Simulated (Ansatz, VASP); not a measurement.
**TiPt3 in VASP and in Ansatz**

The input INCAR:

```
SYSTEM = TiPt3
PREC = Accurate ; ENCUT = 400
EDIFF = 1E-8 ; ISMEAR = -1
SIGMA = 0.05 ; LREAL = .False.
LASPH = .True. ; NELM = 120
ALGO = Normal ; ISIF = 2
LWAVE = .False. ; LCHARG = .False.
GGA = PS ; LEFG = .True.
NBANDS = 29 ; GGA_COMPAT = .False.
```

KPOINTS

```
regular mesh
0
Gamma
  9 9 9
  0 0 0
```

POSCAR

```
TiPt3
1.0
    3.9228086992      0.0000000000      0.0000000000
    0.0000000000      3.9228086992      0.0000000000
    0.0000000000      0.0000000000      3.9228086992
Ti Pt
1 3
Direct
    0.0000000000      0.0000000000      0.0000000000
    0.0000000000      0.5000000000      0.5000000000
    0.5000000000      0.0000000000      0.5000000000
    0.5000000000      0.5000000000      0.0000000000
```

Input for Ansatz:

```yaml
crystal:
  lattice:
    - [3.9228086992, 0.0, 0.0]
    - [0.0, 3.9228086992, 0.0]
    - [0.0, 0.0, 3.9228086992]
  atoms:
    - { symbol: Ti, position: [0.0, 0.0, 0.0] }
    - { symbol: Pt, position: [0.0, 0.5, 0.5] }
    - { symbol: Pt, position: [0.5, 0.0, 0.5] }
    - { symbol: Pt, position: [0.5, 0.5, 0.0] }
kpoints:
  mp_grid: { grid: [9, 9, 9] }
scf:
  occupations: { method: fermi_dirac, width: 0.05 }
hamiltonian:
  xc: pbesol
  pseudopotentials: { kind: paw }
output:
  forces: true
  stress: true
  eigenvalues: true
  efg: { contact_densities: true }
  write_density: true
  write_potential: true
  elf: true
  volumetric_format: npy
```

Change from the starting cell: volume scaled by 1.02, PAW files.

Alike in both runs: task electric field gradients; functional PBEsol; k mesh 9 × 9 × 9; occupations fermi-dirac, width 0.05 eV; no spin polarisation.

```csv
,VASP,Ansatz
version,VASP 6.6.1,Ansatz 0.2.0
potentials or method,"VASP PAW PBE potentials, release 64 (Ti_sv, Pt)","PAW with Ansatz's default frozen-core files, scalar-relativistic"
plane-wave cutoff (eV),400,420
valence electrons in the cell,42,66
```

Ansatz gave:

| Item | Value |
| --- | --- |
| pressure (GPa) | -4.5 |
| size of Vzz on the site where it differs most (V/Å²) | 75.2 |

**Question.** Estimate VASP's values.

**Answer.** Pressure (GPa): -4.9; size of Vzz on the site where it differs most (V/Å²): 65.2.

VASP's potentials were made for PBE, not for PBEsol. VASP's potentials hold 42 valence electrons a cell and Ansatz's 66, so a difference there can come from the potentials and not from the codes.

Neither program's run includes spin-orbit coupling.
